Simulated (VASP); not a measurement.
Runs of VASP 6.6.1 on Fe. The structure is that of space group Fd-3m (No. 227), or close to it. The cells are those of the table. This isn't the form of Fe at room conditions, which is bcc.

| cell | k mesh | gap on the mesh (eV) | pressure (GPa) |
| --- | --- | --- | --- |
| a = 3.324 Å, angles 60.0°, 2 atoms | 13 × 13 × 13 | none | (a) |
| a = 3.514 Å, angles 60.0°, 2 atoms | 13 × 13 × 13 | none | -6.4 |
| a = 3.469 Å, angles 60.0°, 2 atoms | 11 × 11 × 11 | none | -1.2 |
| a = 3.422 Å, angles 60.0°, 2 atoms | 13 × 13 × 13 | none | 5.3 |
| a = 3.469 Å, angles 60.0°, 2 atoms | 13 × 13 × 13 | none | -1.2 |
| a = 3.374 Å, angles 60.0°, 2 atoms | 13 × 13 × 13 | none | 13.4 |

Alike in all rows: task single point; level revPBE; potentials or basis VASP PAW PBE potentials, release 64 (Fe_sv); no spin polarisation; cutoff (eV) 690; smearing fermi-dirac 0.1 eV.

Problem. Estimate the missing entries.

Solution. (a) 23.5.

Caveats: the PAW data sets were made with another functional, which shifts forces and pressure a little; the run has no spin polarisation, though such a crystal can be magnetic; the cell stands under pressure (at least some runs); the cell stands under tension (at least some runs).

A gap of «none» marks levels without a gap at the run's occupations.
